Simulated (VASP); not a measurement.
A run of VASP 6.6.1 is set up as follows.

INCAR

```
SYSTEM = Si4N
PREC = Accurate
ENCUT = 520
EDIFF = 1E-7
ISMEAR = 0
SIGMA = 0.05
LREAL = .False.
LASPH = .True.
NELM = 150
ALGO = Normal
ISIF = 2
LWAVE = .False.
LCHARG = .False.
ISPIN = 2
MAGMOM = 0 0 0 0 3
LORBIT = 11
LDIPOL = .True.
IDIPOL = 3
DIPOL = 0.5 0.5 0.327
GGA = PE
IVDW = 12
NBANDS = 22
```

KPOINTS

```
regular mesh
0
Gamma
  7 7 1
  0 0 0
```

File POSCAR:

```
Si4N
1.0
    3.8333442755      0.0000000000      0.0000000000
    0.0000000000      3.8333442755      0.0000000000
    0.0000000000      0.0000000000     21.1034818114
Si N
4 1
Direct
    0.0000000000      0.5000000000      0.1895421825
    0.0000000000      0.0000000000      0.2537634269
    0.5000000000      0.0000000000      0.3207061922
    0.5000000000      0.5000000000      0.3839879070
    0.6250000000      0.8750000000      0.4882361074
```

Potentials or basis: VASP PAW PBE potentials, release 64 (Si, N).

The run is started by

```sh
$ cat potpaw_PBE.64/Si/POTCAR potpaw_PBE.64/N/POTCAR > POTCAR
$ mpirun -np 1 vasp_std > vasp.out
```

Problem. What does it give for the net moment?

Solution. 2.17 μB per cell.

Problem. Estimate the dispersion energy per atom.

Solution. -0.205 eV.

Problem. Predict the site moments.

Solution. Si -0.00, -0.01, +0.00, -0.11; N +1.63 μB.

Problem. What does it give for the largest force?

Solution. 1.425 eV/Å.

Forces on the atoms (eV/Å):
```
Si   0.009  0.040  0.001
Si   0.026  0.083  0.165
Si   0.018 -0.232  0.114
Si   0.179  0.800  0.944
N   -0.231 -0.691 -1.225
```
